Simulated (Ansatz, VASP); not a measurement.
HfC in VASP and in Ansatz

The input POSCAR:

```
HfC
1.0
    3.3428660531      0.0000000000      0.0000000000
   -1.6714330265      2.8950069234      0.0000000000
    0.0000000000      0.0000000000      5.2027140000
Hf C
2 2
Direct
    0.3333333333      0.6666666667      0.2692207375
    0.6666666667      0.3333333333      0.7500000000
    0.0000000000      0.0000000000      0.5000000000
    0.0000000000      0.0000000000      0.0000000000
```

Contents of INCAR.step1:

```
SYSTEM = HfC
PREC = Accurate
ENCUT = 520
ISMEAR = 0
SIGMA = 0.02
LREAL = .FALSE.
LASPH = .TRUE.
NELM = 60
NBANDS = 22
GGA = PE
ALGO = Normal
EDIFF = 1E-4
LWAVE = .TRUE.
LCHARG = .FALSE.
```

Contents of INCAR.step2:

```
SYSTEM = HfC
PREC = Accurate
ENCUT = 520
EDIFF = 1E-6
ISMEAR = 0
SIGMA = 0.02
LREAL = .FALSE.
LASPH = .TRUE.
NELM = 60
ALGO = Normal
ISIF = 2
LWAVE = .FALSE.
LCHARG = .FALSE.
METAGGA = R2SCAN
LMIXTAU = .TRUE.
NBANDS = 22
ISTART = 1
```

File KPOINTS:

```
regular mesh
0
G
  11 11 6
  0 0 0
```

Input for Ansatz:

```yaml
crystal:
  lattice:
    - [3.3428660531, 0.0, 0.0]
    - [-1.6714330265, 2.8950069234, 0.0]
    - [0.0, 0.0, 5.202714]
  atoms:
    - { symbol: Hf, position: [0.3333333333, 0.6666666667, 0.2692207375] }
    - { symbol: Hf, position: [0.6666666667, 0.3333333333, 0.75] }
    - { symbol: C, position: [0.0, 0.0, 0.5] }
    - { symbol: C, position: [0.0, 0.0, 0.0] }
hamiltonian:
  xc: r2scan
kpoints:
  mp_grid: { grid: [11, 11, 6] }
scf:
  occupations: { method: gaussian, width: 0.02 }
  convergence: { dr2_threshold: 1.0e-09 }
basis:
  ecutwfc: 600
output:
  forces: true
  stress: true
```

Alike in both runs: task single point; functional r2SCAN; k mesh 11 × 11 × 6; occupations gaussian, width 0.02 eV; no spin polarisation.

|  | VASP | Ansatz |
| --- | --- | --- |
| version | VASP 6.6.1 | Ansatz 0.2.0 |
| potentials or method | VASP PAW PBE potentials, release 64 (Hf_pv, C), cutoff 520 eV | scalar-relativistic, plane waves, PAW |
| valence electrons in the cell | 28 | 60 |

|  | VASP | Ansatz | Ansatz less VASP |
| --- | --- | --- | --- |
| pressure (GPa) | -3.2 | -2.1 | +1.06 |
| traceless stress, the component that is largest in VASP (GPa) | 2.27 | 2.21 | -0.052 |
| rms of the force components (eV/Å) | 0.699 | 0.702 | +0.0030 |

VASP's potentials were made for PBE, not for r2SCAN. Atom by atom the forces differ by 0.003 eV/Å (rms over components). VASP's potentials hold 28 valence electrons a cell and Ansatz's 60, so a difference there can come from the potentials and not from the codes. Ansatz's warnings: stress scf threshold loose.

Spin-orbit coupling is off throughout.
